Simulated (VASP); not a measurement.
# CO2 in VASP: notebook

Runs on CO2. Level: PBE. Tasks: single point.

Program: VASP 6.6.1. These are calculated values, not measurements. Logs are shortened: lines on timing, memory, paths and dates and some standing lists are left out, and cuts for length are marked.

## Step 1: The cell of the first run

Symmetry: Pa-3, No. 205, cubic system. Conventional cell: a = 6.122 Å, b = 6.122 Å, c = 6.122 Å, α = 90.00°, β = 90.00°, γ = 90.00°. Within 1.6 Å of C (site symmetry -3) lie 2 O at 1.18 Å. O (site symmetry 3) has 1 C at 1.18 Å within 1.6 Å.

## Step 2: Single point, PBE (volume 19.117 Å^3 an atom, c/a of the conventional cell 1.0000)

INCAR

```
SYSTEM = CO2
  PREC = Accurate
  ENCUT = 520
  EDIFF = 1E-6
  ISMEAR = 0
  SIGMA = 0.05
  LREAL = .FALSE.
  LASPH = .TRUE.
  NELM = 60
  ALGO = Normal
  ISIF = 2
  LWAVE = .FALSE.
  LCHARG = .FALSE.
  GGA = PE
  NBANDS = 44
```

KPOINTS

```
regular mesh
0
G
  4 4 4
  0 0 0
```

POSCAR

```
CO2
1.0
    6.1216288543      0.0000000000      0.0000000000
    0.0000000000      6.1216288543      0.0000000000
    0.0000000000      0.0000000000      6.1216288543
C O
4 8
Direct
    0.0000000000      0.0000000000      0.0000000000
    0.5000000000      0.0000000000      0.5000000000
    0.5000000000      0.5000000000      0.0000000000
    0.0000000000      0.5000000000      0.5000000000
    0.1114834447      0.1114834447      0.1114834447
    0.3885165553      0.8885165553      0.6114834447
    0.6114834447      0.3885165553      0.8885165553
    0.8885165553      0.6114834447      0.3885165553
    0.8885165553      0.8885165553      0.8885165553
    0.6114834447      0.1114834447      0.3885165553
    0.3885165553      0.6114834447      0.1114834447
    0.1114834447      0.3885165553      0.6114834447
```

Potentials or basis: VASP PAW PBE potentials, release 64 (C, O).

Command:

```bash
$ cat potpaw_PBE.64/C/POTCAR potpaw_PBE.64/O/POTCAR > POTCAR
$ mpirun -np 1 vasp_std > vasp.out
```

OUTCAR:

```text
SYSTEM = CO2
   PREC = Accurate
   ENCUT = 520
   EDIFF = 1E-6
   ISMEAR = 0
   LREAL = .FALSE.
   LASPH = .TRUE.
   NELM = 60
   ISIF = 2
   GGA = PE

 ion  position               nearest neighbor table
   1  0.000  0.000  0.000-   5 1.18   9 1.18
   2  0.500  0.000  0.500-   6 1.18  10 1.18
   3  0.500  0.500  0.000-   7 1.18  11 1.18
   4  0.000  0.500  0.500-   8 1.18  12 1.18
   5  0.111  0.111  0.111-   1 1.18
   6  0.389  0.889  0.611-   2 1.18
   7  0.611  0.389  0.889-   3 1.18
   8  0.889  0.611  0.389-   4 1.18
   9  0.889  0.889  0.889-   1 1.18
  10  0.611  0.111  0.389-   2 1.18
  11  0.389  0.611  0.111-   3 1.18
  12  0.111  0.389  0.611-   4 1.18

  LATTYP: Found a simple cubic cell.
 ALAT       =     6.1216288543

  Lattice vectors:

 A1 = (   6.1216288543,   0.0000000000,   0.0000000000)
 A2 = (   0.0000000000,   6.1216288543,   0.0000000000)
 A3 = (   0.0000000000,   0.0000000000,   6.1216288543)

Analysis of symmetry for initial positions (statically):
=====================================================================
 Subroutine PRICEL returns:
 Original cell was already a primitive cell.

 Routine SETGRP: Setting up the symmetry group for a
 simple cubic supercell.

 Subroutine GETGRP returns: Found 24 space group operations
 (whereof  6 operations were pure point group operations)
 out of a pool of 48 trial point group operations.

The static configuration has the point symmetry S_6 .
 The point group associated with its full space group is T_h .

Analysis of symmetry for dynamics (positions and initial velocities):
=====================================================================
 Subroutine PRICEL returns:
 Original cell was already a primitive cell.

 Routine SETGRP: Setting up the symmetry group for a
 simple cubic supercell.

 Subroutine GETGRP returns: Found 24 space group operations
 (whereof  6 operations were pure point group operations)
 out of a pool of 48 trial point group operations.

The dynamic configuration has the point symmetry S_6 .
 The point group associated with its full space group is T_h .

 Subroutine INISYM returns: Found 24 space group operations
 (whereof  6 operations are pure point group operations),
 and found     1 'primitive' translations

----------------------------------------------------------------------------------------

                                     Primitive cell

  volume of cell :     229.4040

  direct lattice vectors                    reciprocal lattice vectors
     6.121628854  0.000000000  0.000000000     0.163355215  0.000000000  0.000000000
     0.000000000  6.121628854  0.000000000     0.000000000  0.163355215  0.000000000
     0.000000000  0.000000000  6.121628854     0.000000000  0.000000000  0.163355215

  length of vectors
     6.121628854  6.121628854  6.121628854     0.163355215  0.163355215  0.163355215

  position of ions in fractional coordinates (direct lattice)
     0.000000000  0.000000000  0.000000000
     0.500000000  0.000000000  0.500000000
     0.500000000  0.500000000  0.000000000
     0.000000000  0.500000000  0.500000000
     0.111483445  0.111483445  0.111483445
     0.388516555  0.888516555  0.611483445
     0.611483445  0.388516555  0.888516555
     0.888516555  0.611483445  0.388516555
     0.888516555  0.888516555  0.888516555
     0.611483445  0.111483445  0.388516555
     0.388516555  0.611483445  0.111483445
     0.111483445  0.388516555  0.611483445

  ion indices of the primitive-cell ions
   primitive index   ion index
                 1           1
                 2           2
                 3           3
                 4           4
                 5           5
                 6           6
                 7           7
                 8           8
                 9           9
                10          10
                11          11
                12          12

----------------------------------------------------------------------------------------

 KPOINTS: regular mesh

Automatic generation of k-mesh.
 Grid dimensions read from file:
 generate k-points for:    4    4    4

 Generating k-lattice:

  Cartesian coordinates                     Fractional coordinates (reciprocal lattice)
     0.040838804  0.000000000  0.000000000     0.250000000  0.000000000  0.000000000
     0.000000000  0.040838804  0.000000000     0.000000000  0.250000000  0.000000000
     0.000000000  0.000000000  0.040838804     0.000000000  0.000000000  0.250000000

  Length of vectors
     0.040838804  0.040838804  0.040838804

  Shift w.r.t. Gamma in fractional coordinates (k-lattice)
     0.000000000  0.000000000  0.000000000

 Subroutine IBZKPT returns following result:
 ===========================================

 Found     11 irreducible k-points:

 Following reciprocal coordinates:
            Coordinates               Weight
  0.000000  0.000000  0.000000      1.000000
  0.250000  0.000000  0.000000      6.000000
  0.500000  0.000000  0.000000      3.000000
  0.250000  0.250000  0.000000     12.000000
  0.500000  0.250000  0.000000      6.000000
 -0.250000  0.500000  0.000000      6.000000
  0.500000  0.500000  0.000000      3.000000
  0.250000  0.250000  0.250000      8.000000
  0.500000  0.250000  0.250000     12.000000
  0.500000  0.500000  0.250000      6.000000
  0.500000  0.500000  0.500000      1.000000
   k-points           NKPTS =     11   k-points in BZ     NKDIM =     11   number of bands    NBANDS=     44
   number of dos      NEDOS =    301   number of ions     NIONS =     12
   total plane-waves  NPLWV = 110592
   dimension x,y,z NGX =    48 NGY =   48 NGZ =   48
   dimension x,y,z NGXF=    96 NGYF=   96 NGZF=   96
   ions per type =               4   8
   NGX,Y,Z   is equivalent  to a cutoff of  13.04, 13.04, 13.04 a.u.
   NGXF,Y,Z  is equivalent  to a cutoff of  26.07, 26.07, 26.07 a.u.
 SYSTEM =  CO2
   PREC   = accura    normal or accurate (medium, high low for compatibility)
   ISTART =      0    job   : 0-new  1-cont  2-samecut
   ICHARG =      2    charge: 1-file 2-atom 10-const
   ISPIN  =      1    spin polarized calculation?
   LNONCOLLINEAR =      F non collinear calculations
   LSORBIT =      F    spin-orbit coupling
   LASPH  =      T    aspherical Exc in radial PAW
   ENCUT  =  520.0 eV  38.22 Ry    6.18 a.u.  11.38 11.38 11.38*2*pi/ulx,y,z
   NELM   =     60;   NELMIN=  2; NELMDL= -5     # of ELM steps
   EDIFF  = 0.1E-05   stopping-criterion for ELM
   LREAL  =      F    real-space projection
   EDIFFG = 0.1E-04   stopping-criterion for IOM
   NSW    =      0    number of steps for IOM
   IBRION =     -1    ionic relax: 0-MD 1-quasi-New 2-CG
   NFREE  =      0    steps in history (QN), initial steepest desc. (CG)
   ISIF   =      2    stress and relaxation
   ISYM   =      2    0-nonsym 1-usesym 2-fastsym
   POTIM  = 0.5000    time-step for ionic-motion
   TEBEG  =    0.0;   TEEND  =   0.0 temperature during run
   PSTRESS=    0.0 pullay stress
   NELECT =      64.0000    total number of electrons
   NUPDOWN=      -1.0000    fix difference up-down
   EMIN   =  10.00;   EMAX   =-10.00  energy-range for DOS
   EFERMI =   0.00;   METHOD = LEGACY
   ISMEAR =     0;   SIGMA  =   0.05  broadening in eV -4-tet -1-fermi 0-gaus
   EFERMI_NEDOS =   21; number of points for ismear=-14 and -15
   IALGO  =     38    algorithm
   IMIX   =      4    mixing-type and parameters
     AMIX     =   0.40;   BMIX     =  1.00
     AMIX_MAG =   1.60;   BMIX_MAG =  1.00
  volume/ion in A,a.u.               =      19.12       129.01
  Fermi-wavevector in a.u.,A,eV,Ry     =   1.069714  2.021467 15.568995  1.144289
  Thomas-Fermi vector in A             =   2.205402
   LORBIT       =      0    0 simple, 1 ext, 2 COOP (PROOUT), +10 PAW based schemes
   GGA     = PE    functional components
   LHFCALC =     F    Hartree Fock is set to
   AEXX    =    0.0000 exact exchange contribution
   IVDW    =     0    specifies the selected vdW correction
   LEPSILON=     F    determine dielectric tensor
   LRPA    =     F    only Hartree local field effects (RPA)
 non-spin polarized calculation
 Gauss-broadening in eV      SIGMA  =   0.05
  energy-cutoff  :      520.00
  volume of cell :      229.40
 maximum number of plane-waves:      6216
 NGX is ok and might be reduce to    48
   NGX = 23   NGY = 23   NGZ = 23

 number of electron      63.9999986 magnetization

 Free energy of the ion-electron system (eV)
  ---------------------------------------------------
  ext. energy  EPLUGINS =         0.00000000
  ---------------------------------------------------
  free energy    TOTEN  =       -92.26589899 eV

  energy without entropy =      -92.26589899  energy(sigma->0) =      -92.26589899

 E-fermi :  -4.6651     XC(G=0):  -6.7695

 val. band max:       -4.9443739543   @ k =   0.0000   0.0000   0.0000
 cond. band min:       1.5748576033   @ k =   0.0000   0.0000   0.0000
 fundamental gap:      6.5192315576
 Fermi energy:        -4.6650739424

 k-point     1 :       0.0000    0.0000    0.0000
  band No.  band energies     occupation
      1     -25.1579      2.00000
      2     -25.0786      2.00000
      3     -25.0786      2.00000
      4     -25.0786      2.00000
      5     -24.1038      2.00000
      6     -24.1038      2.00000
[... 36 lines left out ...]
     43       5.0974      0.00000
     44       5.0974      0.00000

 k-point     2 :       0.2500    0.0000    0.0000
  band No.  band energies     occupation
      1     -25.1466      2.00000
      2     -25.0905      2.00000
      3     -25.0785      2.00000
      4     -25.0785      2.00000
      5     -24.1036      2.00000
      6     -24.1035      2.00000
[... 415 lines left out ...]
 k-point    11 :       0.5000    0.5000    0.5000
  band No.  band energies     occupation
      1     -25.0982      2.00000
      2     -25.0982      2.00000
      3     -25.0982      2.00000
      4     -25.0982      2.00000
      5     -24.0993      2.00000
      6     -24.0993      2.00000
[... 36 lines left out ...]
     43       4.0873      0.00000
     44       4.0873      0.00000

------------------------ aborting loop because EDIFF is reached ----------------------------------------

  FORCE on cell =-STRESS in cart. coord.  units (eV):
  Direction    XX          YY          ZZ          XY          YZ          ZX
  --------------------------------------------------------------------------------------
  -------------------------------------------------------------------------------------
  Total       -2.3077084     -2.3077084     -2.3077084      0.0000000     -0.0000000     -0.0000000
  in kB      -16.1172346    -16.1172346    -16.1172346      0.0000000     -0.0000000     -0.0000000
  external PRESSURE =     -16.1172346 kB  Pullay stress =       0.0000000 kB

 VOLUME and BASIS-vectors are now :
 -----------------------------------------------------------------------------
  energy-cutoff  :      520.00
  volume of cell :      229.40
      direct lattice vectors                 reciprocal lattice vectors
     6.121628854  0.000000000  0.000000000     0.163355215  0.000000000  0.000000000
     0.000000000  6.121628854  0.000000000     0.000000000  0.163355215  0.000000000
     0.000000000  0.000000000  6.121628854     0.000000000  0.000000000  0.163355215

 POSITION                                       TOTAL-FORCE (eV/Angst)
 -----------------------------------------------------------------------------------
      0.00000      0.00000      0.00000         0.000000      0.000000      0.000000
      3.06081      0.00000      3.06081         0.000000      0.000000      0.000000
      3.06081      3.06081      0.00000         0.000000      0.000000      0.000000
      0.00000      3.06081      3.06081         0.000000      0.000000      0.000000
      0.68246      0.68246      0.68246        -0.355017     -0.355017     -0.355017
      2.37835      5.43917      3.74327         0.355017      0.355017     -0.355017
      3.74327      2.37835      5.43917        -0.355017      0.355017      0.355017
      5.43917      3.74327      2.37835         0.355017     -0.355017      0.355017
      5.43917      5.43917      5.43917         0.355017      0.355017      0.355017
      3.74327      0.68246      2.37835        -0.355017     -0.355017      0.355017
      2.37835      3.74327      0.68246         0.355017     -0.355017     -0.355017
      0.68246      2.37835      3.74327        -0.355017      0.355017     -0.355017
 -----------------------------------------------------------------------------------
    total drift:                               -0.000000      0.000000      0.000000

  FREE ENERGIE OF THE ION-ELECTRON SYSTEM (eV)
  ---------------------------------------------------
  free  energy   TOTEN  =       -92.2658989941 eV

  energy  without entropy=      -92.2658989941  energy(sigma->0) =      -92.26589899
```

Run time: 46 s. Hardware: 1 thread of Intel Xeon 6975P-C (Granite Rapids), shared host; peak memory 0.34 GiB.

Results:

```yaml
Free_energy: -92.2659 eV
Pressure: -1.6 GPa
Largest_force: 0.615 eV/Å
Band_gap_on_the_k_mesh: 6.52 eV, direct
```

Forces in eV/Å, atoms in the order of the input:
```
C    0.000  0.000  0.000
C    0.000  0.000  0.000
C    0.000  0.000  0.000
C    0.000  0.000  0.000
O   -0.355 -0.355 -0.355
O    0.355  0.355 -0.355
O   -0.355  0.355  0.355
O    0.355 -0.355  0.355
O    0.355  0.355  0.355
O   -0.355 -0.355  0.355
O    0.355 -0.355 -0.355
O   -0.355  0.355 -0.355
```

 A k mesh can miss the band edges.

[end of part 1 of 3]
